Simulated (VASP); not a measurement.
# SnO2 (C2) in VASP: further runs

The runs below take SnO2 through single point, with PBE.

Everything below comes from runs of VASP 6.6.1. Logs are shortened: lines on timing, memory, paths and dates and some standing lists are left out, and cuts for length are marked.

**1. The cell of the first run**

Symmetry: C2, No. 5, monoclinic system. Conventional cell: a = 5.601 Å, b = 3.234 Å, c = 5.261 Å, α = 90.00°, β = 110.79°, γ = 90.00°. Within 2.7 Å of Sn (site symmetry 2) lie 6 O at 2.06 to 2.18 Å. O (site symmetry 1) has 3 Sn at 2.06 to 2.18 Å and 3 O at 2.75 Å within 2.8 Å.

**2. Single point, PBE (atoms displaced along a vibrational mode)**

Contents of INCAR:

```
PREC     = Accurate       # precision mode
ENCUT    = 520            # plane-wave cutoff, eV
EDIFF    = 1E-7           # SCF threshold, eV
ISMEAR   = 0              # smearing method
SIGMA    = 0.05           # smearing width, eV
LREAL    = False          # projectors in reciprocal space
LASPH    = True           # aspherical terms in the spheres
NELM     = 60             # most SCF steps
ALGO     = Normal         # electronic algorithm
ISIF     = 2              # what is computed and relaxed
LWAVE    = False          # write WAVECAR
LCHARG   = True           # write CHGCAR
GGA      = PE             # functional
LELF     = True           # ELF
LVHAR    = True         
NBANDS   = 20             # bands
```

Contents of KPOINTS:

```
regular mesh
0
Gamma
  12 12 12
```

Contents of POSCAR:

```
SnO2
1.0
    1.6167660720      0.9334403269      4.9182553763
   -1.6167660720      0.9334403269      4.9182553763
    0.0000000000     -1.8668806537      4.9182553763
Sn O
1 2
Direct
    0.5049182473      0.4950817527      0.5000000000
    0.2166363734      0.2531289750      0.2348826742
    0.7468710250      0.7833636266      0.7651173258
```

Potentials or basis: VASP PAW PBE potentials, release 64 (Sn_d, O).

Run with:

```
$ cat potpaw_PBE.64/Sn_d/POTCAR potpaw_PBE.64/O/POTCAR > POTCAR
$ mpirun -np 1 vasp_std > vasp.out
```

OUTCAR:

```text
PREC = Accurate
   ENCUT = 520
   EDIFF = 1E-7
   ISMEAR = 0
   LREAL = False
   LASPH = True
   NELM = 60
   ISIF = 2
   GGA = PE

 ion  position               nearest neighbor table
   1  0.505  0.495  0.500-   2 2.06   3 2.06   3 2.12   2 2.12   2 2.18   3 2.18
   2  0.217  0.253  0.235-   1 2.06   1 2.12   1 2.18
   3  0.747  0.783  0.765-   1 2.06   1 2.12   1 2.18

  LATTYP: Found a trigonal (rhomboedric) cell.
 ALAT       =     5.2606538873
 COS(alpha) =     0.8110943660

  Lattice vectors:

 A1 = (   1.6167660720,   0.9334403269,   4.9182553763)
 A2 = (  -1.6167660720,   0.9334403269,   4.9182553763)
 A3 = (   0.0000000000,  -1.8668806537,   4.9182553763)

Analysis of symmetry for initial positions (statically):
=====================================================================
 Subroutine PRICEL returns:
 Original cell was already a primitive cell.

 Routine SETGRP: Setting up the symmetry group for a
 trigonal (rhombohedral) supercell.

 Subroutine GETGRP returns: Found  2 space group operations
 (whereof  2 operations were pure point group operations)
 out of a pool of 12 trial point group operations.

The static configuration has the point symmetry C_2 .

Analysis of symmetry for dynamics (positions and initial velocities):
=====================================================================
 Subroutine PRICEL returns:
 Original cell was already a primitive cell.

 Routine SETGRP: Setting up the symmetry group for a
 trigonal (rhombohedral) supercell.

 Subroutine GETGRP returns: Found  2 space group operations
 (whereof  2 operations were pure point group operations)
 out of a pool of 12 trial point group operations.

The dynamic configuration has the point symmetry C_2 .

 Subroutine INISYM returns: Found  2 space group operations
 (whereof  2 operations are pure point group operations),
 and found     1 'primitive' translations

----------------------------------------------------------------------------------------

                                     Primitive cell

  volume of cell :      44.5344

  direct lattice vectors                    reciprocal lattice vectors
     1.616766072  0.933440327  4.918255376     0.309259335  0.178550960  0.067774710
    -1.616766072  0.933440327  4.918255376    -0.309259335  0.178550960  0.067774710
     0.000000000 -1.866880654  4.918255376     0.000000000 -0.357101920  0.067774710

  length of vectors
     5.260653887  5.260653887  5.260653887     0.363476537  0.363476537  0.363476537

  position of ions in fractional coordinates (direct lattice)
     0.504918247  0.495081753  0.500000000
     0.216636373  0.253128975  0.234882674
     0.746871025  0.783363627  0.765117326

  ion indices of the primitive-cell ions
   primitive index   ion index
                 1           1
                 2           2
                 3           3

----------------------------------------------------------------------------------------

 KPOINTS: regular mesh

Automatic generation of k-mesh.
 Grid dimensions read from file:
 generate k-points for:   12   12   12

 Generating k-lattice:

  Cartesian coordinates                     Fractional coordinates (reciprocal lattice)
     0.025771611  0.014879247  0.005647893     0.083333333 -0.000000000  0.000000000
    -0.025771611  0.014879247  0.005647893    -0.000000000  0.083333333  0.000000000
     0.000000000 -0.029758493  0.005647893    -0.000000000 -0.000000000  0.083333333

  Length of vectors
     0.030289711  0.030289711  0.030289711

  Shift w.r.t. Gamma in fractional coordinates (k-lattice)
     0.000000000  0.000000000  0.000000000

 Subroutine IBZKPT returns following result:
 ===========================================

 Found    476 irreducible k-points:

 Following reciprocal coordinates:
            Coordinates               Weight
  0.000000  0.000000  0.000000      1.000000
  0.083333  0.000000  0.000000      4.000000
  0.000000  0.000000  0.083333      2.000000
  0.166667 -0.000000  0.000000      4.000000
  0.000000  0.000000  0.166667      2.000000
  0.250000 -0.000000  0.000000      4.000000
[... 16 lines left out ...]
 -0.333333  0.000000 -0.083333      4.000000
  0.083333  0.000000  0.333333      4.000000
 [... further k-points ...]
   k-points           NKPTS =    476   k-points in BZ     NKDIM =    476   number of bands    NBANDS=     20
   number of dos      NEDOS =    301   number of ions     NIONS =      3
   total plane-waves  NPLWV =  64000
   dimension x,y,z NGX =    40 NGY =   40 NGZ =   40
   dimension x,y,z NGXF=    80 NGYF=   80 NGZF=   80
   ions per type =               1   2
   NGX,Y,Z   is equivalent  to a cutoff of  12.64, 12.64, 12.64 a.u.
   NGXF,Y,Z  is equivalent  to a cutoff of  25.28, 25.28, 25.28 a.u.
 SYSTEM =  unknown system
   PREC   = accura    normal or accurate (medium, high low for compatibility)
   ISTART =      0    job   : 0-new  1-cont  2-samecut
   ICHARG =      2    charge: 1-file 2-atom 10-const
   ISPIN  =      1    spin polarized calculation?
   LNONCOLLINEAR =      F non collinear calculations
   LSORBIT =      F    spin-orbit coupling
   LASPH  =      T    aspherical Exc in radial PAW
   ENCUT  =  520.0 eV  38.22 Ry    6.18 a.u.   9.78  9.78  9.78*2*pi/ulx,y,z
   NELM   =     60;   NELMIN=  2; NELMDL= -5     # of ELM steps
   EDIFF  = 0.1E-06   stopping-criterion for ELM
   LREAL  =      F    real-space projection
   EDIFFG = 0.1E-05   stopping-criterion for IOM
   NSW    =      0    number of steps for IOM
   IBRION =     -1    ionic relax: 0-MD 1-quasi-New 2-CG
   NFREE  =      0    steps in history (QN), initial steepest desc. (CG)
   ISIF   =      2    stress and relaxation
   ISYM   =      2    0-nonsym 1-usesym 2-fastsym
   POTIM  = 0.5000    time-step for ionic-motion
   TEBEG  =    0.0;   TEEND  =   0.0 temperature during run
   PSTRESS=    0.0 pullay stress
   NELECT =      26.0000    total number of electrons
   NUPDOWN=      -1.0000    fix difference up-down
   EMIN   =  10.00;   EMAX   =-10.00  energy-range for DOS
   EFERMI =   0.00;   METHOD = LEGACY
   ISMEAR =     0;   SIGMA  =   0.05  broadening in eV -4-tet -1-fermi 0-gaus
   EFERMI_NEDOS =   21; number of points for ismear=-14 and -15
   IALGO  =     38    algorithm
   IMIX   =      4    mixing-type and parameters
     AMIX     =   0.40;   BMIX     =  1.00
     AMIX_MAG =   1.60;   BMIX_MAG =  1.00
  volume/ion in A,a.u.               =      14.84       100.18
  Fermi-wavevector in a.u.,A,eV,Ry     =   1.368256  2.585628 25.471788  1.872124
  Thomas-Fermi vector in A             =   2.494236
   LORBIT       =      0    0 simple, 1 ext, 2 COOP (PROOUT), +10 PAW based schemes
   GGA     = PE    functional components
   LHFCALC =     F    Hartree Fock is set to
   AEXX    =    0.0000 exact exchange contribution
   IVDW    =     0    specifies the selected vdW correction
   LEPSILON=     F    determine dielectric tensor
   LRPA    =     F    only Hartree local field effects (RPA)
 non-spin polarized calculation
 Gauss-broadening in eV      SIGMA  =   0.05
  energy-cutoff  :      520.00
  volume of cell :       44.53
 maximum number of plane-waves:      1218
   NGX = 19   NGY = 19   NGZ = 19

 number of electron      26.0000001 magnetization

 Free energy of the ion-electron system (eV)
  ---------------------------------------------------
  ext. energy  EPLUGINS =         0.00000000
  ---------------------------------------------------
  free energy    TOTEN  =       -18.16178570 eV

  energy without entropy =      -18.16178570  energy(sigma->0) =      -18.16178570

 E-fermi :   3.2141     XC(G=0):  -9.8130

 val. band max:        3.0033110019   @ k =  -0.1667   0.2500   0.0833
 cond. band min:       5.0017240391   @ k =   0.0000   0.0000   0.0000
 fundamental gap:      1.9984130373
 Fermi energy:         3.2140737524

 k-point     1 :       0.0000    0.0000    0.0000
  band No.  band energies     occupation
      1     -16.9863      2.00000
      2     -16.7906      2.00000
      3     -16.7643      2.00000
      4     -16.5889      2.00000
      5     -16.5849      2.00000
      6     -14.9197      2.00000
[... 12 lines left out ...]
     19      19.9372      0.00000
     20      20.1943      0.00000

 k-point     2 :       0.0833    0.0000    0.0000
  band No.  band energies     occupation
      1     -16.9609      2.00000
      2     -16.8424      2.00000
      3     -16.7519      2.00000
      4     -16.6010      2.00000
      5     -16.5856      2.00000
      6     -14.8718      2.00000
[... 12 lines left out ...]
     19      18.5626      0.00000
     20      20.2250      0.00000

 k-point     3 :       0.0000    0.0000    0.0833
  band No.  band energies     occupation
      1     -16.9615      2.00000
      2     -16.8367      2.00000
      3     -16.7571      2.00000
      4     -16.5983      2.00000
      5     -16.5885      2.00000
      6     -14.8709      2.00000
[... 12 lines left out ...]
     19      18.5747      0.00000
     20      20.1983      0.00000

 k-point     4 :       0.1667   -0.0000    0.0000
  band No.  band energies     occupation
      1     -17.0204      2.00000
      2     -16.8628      2.00000
      3     -16.7179      2.00000
      4     -16.6239      2.00000
      5     -16.5805      2.00000
      6     -14.7217      2.00000
[... 12 lines left out ...]
     19      17.2659      0.00000
     20      20.3761      0.00000

 k-point     5 :       0.0000    0.0000    0.1667
  band No.  band energies     occupation
      1     -17.0136      2.00000
      2     -16.8659      2.00000
      3     -16.7220      2.00000
      4     -16.6223      2.00000
      5     -16.5829      2.00000
      6     -14.7182      2.00000
[... 12 lines left out ...]
     19      17.2833      0.00000
     20      20.3480      0.00000
[... 353 lines left out ...]
      6     -14.5491      2.00000
[... 12 lines left out ...]
     19      16.7599      0.00000
     20      19.6518      0.00000

 k-point    22 :       0.3333    0.0833    0.0000
  band No.  band energies     occupation
      1     -17.2946      2.00000
      2     -16.7953      2.00000
      3     -16.6822      2.00000
      4     -16.6311      2.00000
      5     -16.5282      2.00000
      6     -14.2421      2.00000
[... 12 lines left out ...]
     19      16.2204      0.00000
     20      18.6548      0.00000

 k-point    23 :      -0.3333    0.0000   -0.0833
  band No.  band energies     occupation
      1     -17.2969      2.00000
      2     -16.7924      2.00000
      3     -16.6811      2.00000
      4     -16.6330      2.00000
      5     -16.5270      2.00000
      6     -14.2457      2.00000
[... 12 lines left out ...]
     19      16.2193      0.00000
     20      18.6475      0.00000

 k-point    24 :       0.0833    0.0000    0.3333
  band No.  band energies     occupation
      1     -17.2875      2.00000
      2     -16.8034      2.00000
      3     -16.6818      2.00000
      4     -16.6315      2.00000
      5     -16.5297      2.00000
      6     -14.2343      2.00000
[... 12 lines left out ...]
     19      16.2609      0.00000
     20      18.6474      0.00000

 [... further k-points ...]

------------------------ aborting loop because EDIFF is reached ----------------------------------------

  FORCE on cell =-STRESS in cart. coord.  units (eV):
  Direction    XX          YY          ZZ          XY          YZ          ZX
  --------------------------------------------------------------------------------------
  -------------------------------------------------------------------------------------
  Total        0.4561807      0.3040244      0.1941699      0.0000000      0.1549852      0.0000000
  in kB       16.4116185     10.9376236      6.9854823      0.0000000      5.5757668      0.0000000
  external PRESSURE =      11.4449082 kB  Pullay stress =       0.0000000 kB

 VOLUME and BASIS-vectors are now :
 -----------------------------------------------------------------------------
  energy-cutoff  :      520.00
  volume of cell :       44.53
      direct lattice vectors                 reciprocal lattice vectors
     1.616766072  0.933440327  4.918255376     0.309259335  0.178550960  0.067774710
    -1.616766072  0.933440327  4.918255376    -0.309259335  0.178550960  0.067774710
     0.000000000 -1.866880654  4.918255376     0.000000000 -0.357101920  0.067774710

 POSITION                                       TOTAL-FORCE (eV/Angst)
 -----------------------------------------------------------------------------------
      0.01590      0.00000      7.37738        -1.049584      0.000000     -0.000000
     -0.05900      0.00000      3.46564         0.524792      0.077221      0.121681
     -0.05900      0.00000     11.28913         0.524792     -0.077221     -0.121681
 -----------------------------------------------------------------------------------
    total drift:                                0.000017     -0.000000      0.000000

  FREE ENERGIE OF THE ION-ELECTRON SYSTEM (eV)
  ---------------------------------------------------
  free  energy   TOTEN  =       -18.1617857040 eV

  energy  without entropy=      -18.1617857040  energy(sigma->0) =      -18.16178570
```

Run time: 12 min. Hardware: 1 thread of Intel Xeon Platinum 8488C (Sapphire Rapids), shared host; peak memory 0.53 GiB.

What came out:

```yaml
Free_energy: -18.1618 eV
Pressure: 1.1 GPa
Largest_force: 1.050 eV/Å
Band_gap_on_the_k_mesh: 2.00 eV (least direct gap 2.17 eV)
```

Forces in eV/Å, atoms in the order of the input:
```
Sn  -1.050  0.000  0.000
O    0.525  0.077  0.122
O    0.525 -0.077 -0.122
```

Stress tensor (GPa, compression positive):
```
1.64 0.00 0.00
0.00 1.09 0.56
0.00 0.56 0.70
```

Levels at points of the mesh, in eV from the valence-band top:
| k point | band 9 | band 10 | band 11 | band 12 | band 13 | band 14 | band 15 | band 16 | band 17 | band 18 |
| --- | --- | --- | --- | --- | --- | --- | --- | --- | --- | --- |
| (0.00, 0.00, 0.00) | -1.29 | -1.28 | -0.86 | -0.86 | -0.18 | 2.00 | 5.78 | 11.00 | 11.10 | 11.43 |
| (0.50, 0.00, 0.00) | -4.11 | -2.95 | -1.38 | -0.54 | -0.48 | 5.34 | 7.73 | 10.07 | 12.31 | 12.83 |
| (0.00, 0.00, 0.50) | -4.13 | -2.93 | -1.39 | -0.54 | -0.48 | 5.33 | 7.75 | 10.06 | 12.24 | 12.90 |
| (0.50, 0.50, 0.00) | -4.31 | -2.99 | -1.13 | -0.44 | -0.04 | 5.11 | 7.01 | 10.72 | 11.28 | 12.44 |
| (0.50, 0.00, 0.50) | -4.29 | -3.02 | -1.12 | -0.44 | -0.04 | 5.13 | 6.99 | 10.72 | 11.29 | 12.52 |
| (0.50, 0.50, 0.50) | -1.33 | -1.32 | -1.16 | -0.82 | -0.82 | 3.10 | 5.67 | 11.24 | 11.27 | 11.65 |

Caveat: the cell differs from its parent crystal (atoms displaced along a vibrational mode); spin-orbit coupling is left out, which moves the levels of the heavy elements; forces of over 1 eV/Å act on the atoms, so gaps and moduli don't describe the material at rest.

(Continued in part 2 of 2.)
